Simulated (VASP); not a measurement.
# Pb (Fm-3m) in VASP: notebook

The runs below take Pb through single point, with PBE.

Program: VASP 6.6.1. These are calculated values, not measurements. Logs are shortened: lines on timing, memory, paths and dates and some standing lists are left out, and cuts for length are marked.

### Step 1. The cell of the first run

Symmetry: Fm-3m, No. 225, cubic system. Conventional cell: a = 4.744 Å, b = 4.744 Å, c = 4.744 Å, α = 90.00°, β = 90.00°, γ = 90.00°. Pb (site symmetry m-3m) has 12 Pb at 3.35 Å within 4.4 Å.

### Step 2. Single point, PBE

INCAR reads:

```
PREC = Accurate
ENCUT = 520
EDIFF = 1E-6
ISMEAR = -1
SIGMA = 0.15
LREAL = False
LASPH = True
NELM = 60
ALGO = Normal
ISIF = 2
LWAVE = False
LCHARG = False
GGA = PE
NBANDS = 13
```

KPOINTS reads:

```
Automatic mesh
0
Gamma
  12 12 12
```

POSCAR reads:

```
Pb
1.0
    0.0000000000      2.3717719949      2.3717719949
    2.3717719949      0.0000000000      2.3717719949
    2.3717719949      2.3717719949      0.0000000000
Pb
1
Direct
    0.0000000000      0.0000000000      0.0000000000
```

Potentials or basis: VASP PAW PBE potentials, release 64 (Pb_d).

The run is started by

```
$ cat potpaw_PBE.64/Pb_d/POTCAR > POTCAR
$ mpirun -np 1 vasp_std > vasp.out
```

OUTCAR:

```text
PREC = Accurate
   ENCUT = 520
   EDIFF = 1E-6
   ISMEAR = -1
   LREAL = False
   LASPH = True
   NELM = 60
   ISIF = 2
   GGA = PE

 ion  position               nearest neighbor table
   1  0.000  0.000  0.000-

  LATTYP: Found a face centered cubic cell.
 ALAT       =     4.7435439898

  Lattice vectors:

 A1 = (   0.0000000000,   2.3717719949,   2.3717719949)
 A2 = (   2.3717719949,   0.0000000000,   2.3717719949)
 A3 = (   2.3717719949,   2.3717719949,   0.0000000000)

Analysis of symmetry for initial positions (statically):
=====================================================================
 Subroutine PRICEL returns:
 Original cell was already a primitive cell.

 Routine SETGRP: Setting up the symmetry group for a
 face centered cubic supercell.

 Subroutine GETGRP returns: Found 48 space group operations
 (whereof 48 operations were pure point group operations)
 out of a pool of 48 trial point group operations.

The static configuration has the point symmetry O_h .

Analysis of symmetry for dynamics (positions and initial velocities):
=====================================================================
 Subroutine PRICEL returns:
 Original cell was already a primitive cell.

 Routine SETGRP: Setting up the symmetry group for a
 face centered cubic supercell.

 Subroutine GETGRP returns: Found 48 space group operations
 (whereof 48 operations were pure point group operations)
 out of a pool of 48 trial point group operations.

The dynamic configuration has the point symmetry O_h .

 Subroutine INISYM returns: Found 48 space group operations
 (whereof 48 operations are pure point group operations),
 and found     1 'primitive' translations

----------------------------------------------------------------------------------------

                                     Primitive cell

  volume of cell :      26.6839

  direct lattice vectors                    reciprocal lattice vectors
     0.000000000  2.371771995  2.371771995    -0.210812844  0.210812844  0.210812844
     2.371771995  0.000000000  2.371771995     0.210812844 -0.210812844  0.210812844
     2.371771995  2.371771995  0.000000000     0.210812844  0.210812844 -0.210812844

  length of vectors
     3.354192122  3.354192122  3.354192122     0.365138557  0.365138557  0.365138557

  position of ions in fractional coordinates (direct lattice)
     0.000000000  0.000000000  0.000000000

  ion indices of the primitive-cell ions
   primitive index   ion index
                 1           1

----------------------------------------------------------------------------------------

 KPOINTS: Automatic mesh

Automatic generation of k-mesh.
 Grid dimensions read from file:
 generate k-points for:   12   12   12

 Generating k-lattice:

  Cartesian coordinates                     Fractional coordinates (reciprocal lattice)
    -0.017567737  0.017567737  0.017567737     0.083333333  0.000000000  0.000000000
     0.017567737 -0.017567737  0.017567737     0.000000000  0.083333333  0.000000000
     0.017567737  0.017567737 -0.017567737     0.000000000  0.000000000  0.083333333

  Length of vectors
     0.030428213  0.030428213  0.030428213

  Shift w.r.t. Gamma in fractional coordinates (k-lattice)
     0.000000000  0.000000000  0.000000000

 Subroutine IBZKPT returns following result:
 ===========================================

 Found     72 irreducible k-points:

 Following reciprocal coordinates:
            Coordinates               Weight
  0.000000  0.000000  0.000000      1.000000
  0.083333  0.000000  0.000000      8.000000
  0.166667  0.000000  0.000000      8.000000
  0.250000  0.000000  0.000000      8.000000
  0.333333  0.000000  0.000000      8.000000
  0.416667  0.000000  0.000000      8.000000
[... 16 lines left out ...]
  0.500000  0.166667  0.000000     24.000000
 -0.416667  0.166667  0.000000     24.000000
 [... further k-points ...]
   k-points           NKPTS =     72   k-points in BZ     NKDIM =     72   number of bands    NBANDS=     13
   number of dos      NEDOS =    301   number of ions     NIONS =      1
   total plane-waves  NPLWV =  21952
   dimension x,y,z NGX =    28 NGY =   28 NGZ =   28
   dimension x,y,z NGXF=    56 NGYF=   56 NGZF=   56
   ions per type =               1
   NGX,Y,Z   is equivalent  to a cutoff of  13.88, 13.88, 13.88 a.u.
   NGXF,Y,Z  is equivalent  to a cutoff of  27.76, 27.76, 27.76 a.u.
 SYSTEM =  unknown system
   PREC   = accura    normal or accurate (medium, high low for compatibility)
   ISTART =      0    job   : 0-new  1-cont  2-samecut
   ICHARG =      2    charge: 1-file 2-atom 10-const
   ISPIN  =      1    spin polarized calculation?
   LNONCOLLINEAR =      F non collinear calculations
   LSORBIT =      F    spin-orbit coupling
   LASPH  =      T    aspherical Exc in radial PAW
   ENCUT  =  520.0 eV  38.22 Ry    6.18 a.u.   6.24  6.24  6.24*2*pi/ulx,y,z
   NELM   =     60;   NELMIN=  2; NELMDL= -5     # of ELM steps
   EDIFF  = 0.1E-05   stopping-criterion for ELM
   LREAL  =      F    real-space projection
   EDIFFG = 0.1E-04   stopping-criterion for IOM
   NSW    =      0    number of steps for IOM
   IBRION =     -1    ionic relax: 0-MD 1-quasi-New 2-CG
   NFREE  =      0    steps in history (QN), initial steepest desc. (CG)
   ISIF   =      2    stress and relaxation
   ISYM   =      2    0-nonsym 1-usesym 2-fastsym
   POTIM  = 0.5000    time-step for ionic-motion
   TEBEG  =    0.0;   TEEND  =   0.0 temperature during run
   PSTRESS=    0.0 pullay stress
   NELECT =      14.0000    total number of electrons
   NUPDOWN=      -1.0000    fix difference up-down
   EMIN   =  10.00;   EMAX   =-10.00  energy-range for DOS
   EFERMI =   0.00;   METHOD = LEGACY
   ISMEAR =    -1;   SIGMA  =   0.15  broadening in eV -4-tet -1-fermi 0-gaus
   EFERMI_NEDOS =   21; number of points for ismear=-14 and -15
   IALGO  =     38    algorithm
   IMIX   =      4    mixing-type and parameters
     AMIX     =   0.40;   BMIX     =  1.00
     AMIX_MAG =   1.60;   BMIX_MAG =  1.00
  volume/ion in A,a.u.               =      26.68       180.07
  Fermi-wavevector in a.u.,A,eV,Ry     =   1.320387  2.495170 23.720694  1.743422
  Thomas-Fermi vector in A             =   2.450217
   LORBIT       =      0    0 simple, 1 ext, 2 COOP (PROOUT), +10 PAW based schemes
   GGA     = PE    functional components
   LHFCALC =     F    Hartree Fock is set to
   AEXX    =    0.0000 exact exchange contribution
   IVDW    =     0    specifies the selected vdW correction
   LEPSILON=     F    determine dielectric tensor
   LRPA    =     F    only Hartree local field effects (RPA)
 non-spin polarized calculation
  energy-cutoff  :      520.00
  volume of cell :       26.68
 maximum number of plane-waves:       745
 NGX is ok and might be reduce to    28
   NGX = 13   NGY = 13   NGZ = 13

 number of electron      14.0000000 magnetization

 Free energy of the ion-electron system (eV)
  ---------------------------------------------------
  ext. energy  EPLUGINS =         0.00000000
  ---------------------------------------------------
  free energy    TOTEN  =        -3.41819804 eV

  energy without entropy =       -3.37302168  energy(sigma->0) =       -3.39560986

 E-fermi :   8.8683     XC(G=0): -10.8142

 val. band max:        8.8422873021   @ k =  -0.3333   0.3333   0.1667
 cond. band min:       8.8842083128   @ k =  -0.4167   0.4167   0.1667
 fundamental gap:      0.0419210107
 Fermi energy:         8.8682535324

 k-point     1 :       0.0000    0.0000    0.0000
  band No.  band energies     occupation
      1      -8.3875      2.00000
      2      -8.3875      2.00000
      3      -8.3875      2.00000
      4      -8.1818      2.00000
      5      -8.1818      2.00000
      6      -3.8849      2.00000
      7      17.2719      0.00000
      8      17.2719      0.00000
      9      17.2719      0.00000
     10      18.6170      0.00000
     11      21.7968      0.00000
     12      22.2985      0.00000
     13      22.2985      0.00000

 k-point     2 :       0.0833    0.0000    0.0000
  band No.  band energies     occupation
      1      -8.3890      2.00000
      2      -8.3734      2.00000
      3      -8.3734      2.00000
      4      -8.1830      2.00000
      5      -8.1830      2.00000
      6      -3.7326      2.00000
      7      15.5443      0.00000
      8      17.0864      0.00000
      9      17.0864      0.00000
     10      18.4756      0.00000
     11      22.1978      0.00000
     12      22.6191      0.00000
     13      22.6191      0.00000

 k-point     3 :       0.1667    0.0000    0.0000
  band No.  band energies     occupation
      1      -8.3961      2.00000
      2      -8.3451      2.00000
      3      -8.3451      2.00000
      4      -8.1751      2.00000
      5      -8.1751      2.00000
      6      -3.2720      2.00000
      7      12.6484      0.00000
      8      16.6334      0.00000
      9      16.6334      0.00000
     10      18.3522      0.00000
     11      22.0044      0.00000
     12      22.8541      0.00000
     13      22.8541      0.00000

 k-point     4 :       0.2500    0.0000    0.0000
  band No.  band energies     occupation
      1      -8.4119      2.00000
      2      -8.3365      2.00000
      3      -8.3365      2.00000
      4      -8.1332      2.00000
      5      -8.1332      2.00000
      6      -2.5008      2.00000
      7       9.7892      0.00430
      8      16.0900      0.00000
      9      16.0900      0.00000
     10      18.2496      0.00000
     11      20.9783      0.00000
     12      21.9789      0.00000
     13      21.9789      0.00000

 k-point     5 :       0.3333    0.0000    0.0000
  band No.  band energies     occupation
      1      -8.4333      2.00000
      2      -8.3506      2.00000
      3      -8.3506      2.00000
      4      -8.0670      2.00000
      5      -8.0670      2.00000
      6      -1.4409      2.00000
      7       7.1862      1.99997
      8      15.5950      0.00000
      9      15.5950      0.00000
     10      18.1725      0.00000
     11      20.1647      0.00000
     12      21.3343      0.00000
     13      21.3343      0.00000
[... 257 lines left out ...]
 k-point    22 :       0.4167    0.1667    0.0000
  band No.  band energies     occupation
      1      -8.4610      2.00000
      2      -8.3390      2.00000
      3      -8.2612      2.00000
      4      -8.1392      2.00000
      5      -7.9978      2.00000
      6      -0.5275      2.00000
      7       6.8491      2.00000
      8      12.6882      0.00000
      9      13.4549      0.00000
     10      16.7008      0.00000
     11      21.6884      0.00000
     12      23.1672      0.00000
     13      23.5005      0.00000

 k-point    23 :       0.5000    0.1667    0.0000
  band No.  band energies     occupation
      1      -8.4498      2.00000
      2      -8.3452      2.00000
      3      -8.2784      2.00000
      4      -8.1008      2.00000
      5      -7.9844      2.00000
      6       0.6132      2.00000
      7       5.0375      2.00000
      8      11.8972      0.00000
      9      13.6363      0.00000
     10      16.7044      0.00000
     11      22.2835      0.00000
     12      22.8768      0.00000
     13      24.0929      0.00000

 k-point    24 :      -0.4167    0.1667    0.0000
  band No.  band energies     occupation
      1      -8.4297      2.00000
      2      -8.3502      2.00000
      3      -8.2870      2.00000
      4      -8.0726      2.00000
      5      -8.0157      2.00000
      6       0.8581      2.00000
      7       4.7120      2.00000
      8      11.3587      0.00000
      9      14.1526      0.00000
     10      16.9680      0.00000
     11      21.7735      0.00000
     12      22.4316      0.00000
     13      24.9180      0.00000

 [... further k-points ...]

------------------------ aborting loop because EDIFF is reached ----------------------------------------

  FORCE on cell =-STRESS in cart. coord.  units (eV):
  Direction    XX          YY          ZZ          XY          YZ          ZX
  --------------------------------------------------------------------------------------
  -------------------------------------------------------------------------------------
  Total        1.8742761      1.8742761      1.8742761      0.0000000      0.0000000      0.0000000
  in kB      112.5370056    112.5370056    112.5370056      0.0000000      0.0000000      0.0000000
  external PRESSURE =     112.5370056 kB  Pullay stress =       0.0000000 kB

 VOLUME and BASIS-vectors are now :
 -----------------------------------------------------------------------------
  energy-cutoff  :      520.00
  volume of cell :       26.68
      direct lattice vectors                 reciprocal lattice vectors
     0.000000000  2.371771995  2.371771995    -0.210812844  0.210812844  0.210812844
     2.371771995  0.000000000  2.371771995     0.210812844 -0.210812844  0.210812844
     2.371771995  2.371771995  0.000000000     0.210812844  0.210812844 -0.210812844

 POSITION                                       TOTAL-FORCE (eV/Angst)
 -----------------------------------------------------------------------------------
      0.00000      0.00000      0.00000         0.000000      0.000000      0.000000
 -----------------------------------------------------------------------------------
    total drift:                               -0.000000     -0.000000     -0.000000

  FREE ENERGIE OF THE ION-ELECTRON SYSTEM (eV)
  ---------------------------------------------------
  free  energy   TOTEN  =        -3.4181980364 eV

  energy  without entropy=       -3.3730216819  energy(sigma->0) =       -3.39560986
```

Wall time 38 s (1 thread of Intel Xeon Platinum 8259CL at 2.50GHz (Skylake/Cascade Lake), shared host); peak memory 0.16 GiB.

Results:

```yaml
Free_energy: -3.4182 eV
Pressure: 11.3 GPa
Band_gap_on_the_k_mesh: zero (band 7 reaches 17.27 eV, above the bottom of band 8 at 6.99 eV)
```

Levels at points of the mesh, in eV from the Fermi level:
```csv
k point,band 4,band 5,band 6,band 7,band 8,band 9,band 10,band 11
"(0.00, 0.00, 0.00)",-17.05,-17.05,-12.75,8.40,8.40,8.40,9.75,12.93
"(0.50, 0.00, 0.00)",-16.86,-16.86,-8.31,-4.94,6.26,6.26,9.23,10.64
"(0.50, 0.50, 0.00)",-16.81,-16.81,-6.57,-3.87,2.13,2.13,5.75,7.03
```

Caveat: spin-orbit coupling is left out, which moves the levels of the heavy elements.

### Step 3. Single point, PBE

This run uses another cell than the first one, of 27.90 Å³/atom, 1.045 times its volume.

INCAR reads:

```
SYSTEM = Pb
PREC     = Accurate       ! precision mode
ENCUT    = 520            ! plane-wave cutoff, eV
EDIFF    = 1E-6           ! SCF threshold, eV
ISMEAR   = -1             ! smearing method
SIGMA    = 0.15           ! smearing width, eV
LREAL    = .False.        ! projectors in reciprocal space
LASPH    = .True.         ! aspherical terms in the spheres
NELM     = 60             ! most SCF steps
ALGO     = Normal         ! electronic algorithm
ISIF     = 2              ! what is computed and relaxed
LWAVE    = .False.        ! write WAVECAR
LCHARG   = .False.        ! write CHGCAR
GGA      = PE             ! functional
NBANDS   = 13             ! bands
```

KPOINTS reads:

```
Automatic mesh
0
Gamma
  12 12 12
  0 0 0
```

POSCAR reads:

```
Pb
1.0
    0.0000000000      2.4071767967      2.4071767967
    2.4071767967      0.0000000000      2.4071767967
    2.4071767967      2.4071767967      0.0000000000
Pb
1
Direct
    0.0000000000      0.0000000000      0.0000000000
```

Potentials or basis: VASP PAW PBE potentials, release 64 (Pb_d).

The run is started by

```
$ cat potpaw_PBE.64/Pb_d/POTCAR > POTCAR
$ mpirun -np 1 vasp_std > vasp.out
```

Wall time 32 s (1 thread of Intel Xeon Platinum 8259CL at 2.50GHz (Skylake/Cascade Lake), shared host); peak memory 0.17 GiB.

The run converged. Its results:

| Quantity | Value |
| --- | --- |
| Free energy | -3.4901 eV |
| Pressure | 7.7 GPa |
| Band gap on the k mesh | zero (band 7 reaches 16.35 eV, above the bottom of band 8 at 6.53 eV) |

Levels at points of the mesh, in eV from the Fermi level:
```tsv
k point	band 4	band 5	band 6	band 7	band 8	band 9	band 10	band 11
(0.00, 0.00, 0.00)	-17.01	-17.01	-12.40	8.05	8.05	8.05	9.75	12.37
(0.50, 0.00, 0.00)	-16.84	-16.84	-8.25	-4.68	6.01	6.01	9.23	10.21
(0.50, 0.50, 0.00)	-16.80	-16.80	-6.63	-3.66	2.09	2.09	5.60	6.88
```

Caveat: spin-orbit coupling is left out, which moves the levels of the heavy elements.

### Step 4. Single point, PBE

This run uses another cell than the first one, of 29.11 Å³/atom, 1.091 times its volume.

INCAR reads:

```
SYSTEM = Pb
PREC = Accurate
ENCUT = 520
EDIFF = 1E-6
ISMEAR = -1
SIGMA = 0.15
LREAL = .False.
LASPH = .True.
NELM = 80
ALGO = Normal
ISIF = 2
LWAVE = .False.
LCHARG = .False.
GGA = PE
NBANDS = 13
```

KPOINTS is that of step 3.

POSCAR reads:

```
Pb
1.0
    0.0000000000      2.4415696833      2.4415696833
    2.4415696833      0.0000000000      2.4415696833
    2.4415696833      2.4415696833      0.0000000000
Pb
1
Direct
    0.0000000000      0.0000000000      0.0000000000
```

The run is started by

```
$ cat potpaw_PBE.64/Pb_d/POTCAR > POTCAR
$ mpirun -np 1 vasp_std > vasp.out
```

Wall time 31 s (1 thread of Intel Xeon Platinum 8259CL at 2.50GHz (Skylake/Cascade Lake), shared host); peak memory 0.17 GiB.

Results (log left out):

```yaml
Free_energy: -3.5379 eV
Pressure: 4.8 GPa
Band_gap_on_the_k_mesh: zero (band 7 reaches 15.50 eV, above the bottom of band 8 at 6.12 eV)
```

Levels at points of the mesh, in eV from the Fermi level:
| k point | band 4 | band 5 | band 6 | band 7 | band 8 | band 9 | band 10 | band 11 |
| --- | --- | --- | --- | --- | --- | --- | --- | --- |
| (0.00, 0.00, 0.00) | -16.98 | -16.98 | -12.08 | 7.71 | 7.71 | 7.71 | 9.75 | 11.83 |
| (0.50, 0.00, 0.00) | -16.83 | -16.83 | -8.20 | -4.45 | 5.77 | 5.77 | 9.23 | 9.80 |
| (0.50, 0.50, 0.00) | -16.79 | -16.79 | -6.69 | -3.47 | 2.06 | 2.06 | 5.47 | 6.74 |

Caveat: spin-orbit coupling is left out, which moves the levels of the heavy elements.

### Step 5. The runs side by side

| cell | gap on the mesh (eV) | pressure (GPa) |
| --- | --- | --- |
| a = 3.354 Å, angles 60.0°, 1 atom | none | 11.3 |
| a = 3.404 Å, angles 60.0°, 1 atom | none | 7.7 |
| a = 3.453 Å, angles 60.0°, 1 atom | none | 4.8 |

Alike in all rows: task single point; level PBE; potentials or basis VASP PAW PBE potentials, release 64 (Pb_d); no spin polarisation; k mesh 12 × 12 × 12; cutoff (eV) 520; smearing fermi-dirac 0.15 eV.

Caveats: spin-orbit coupling is left out, which moves the levels of the heavy elements.

Absolute energies hang on the potentials; compare differences alone.
